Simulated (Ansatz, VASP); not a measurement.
## Two plane-wave programs on W

```
W
1.0
    -1.57718    1.57718    1.57718
     1.57718   -1.57718    1.57718
     1.57718    1.57718   -1.57718
W
1
Direct
  0.00000 0.00000 0.00000
```

Alike in both runs: functional PBEsol; k mesh 18 × 18 × 18; occupations gaussian, width 0.1 eV; no spin polarisation.

Ansatz relaxed the structure, and its values are those at the end. VASP's run is a single point on that final structure, the one shown.

```csv
,VASP,Ansatz
version,VASP 6.6.1,Ansatz 0.2.0
potentials or method,"VASP PAW PBE potentials, release 64 (W_sv), cutoff 520 eV","scalar-relativistic, plane waves, PAW"
valence electrons in the cell,14,14
```

```csv
,VASP,Ansatz,Ansatz less VASP
gap on the k mesh at the Fermi level (eV),none,none,-
pressure (GPa),0.6,0.0,-0.64
```

VASP's potentials were made for PBE, not for PBEsol. A gap of «none» marks a metal or a gap that the smearing closes.

Neither program's run includes spin-orbit coupling.
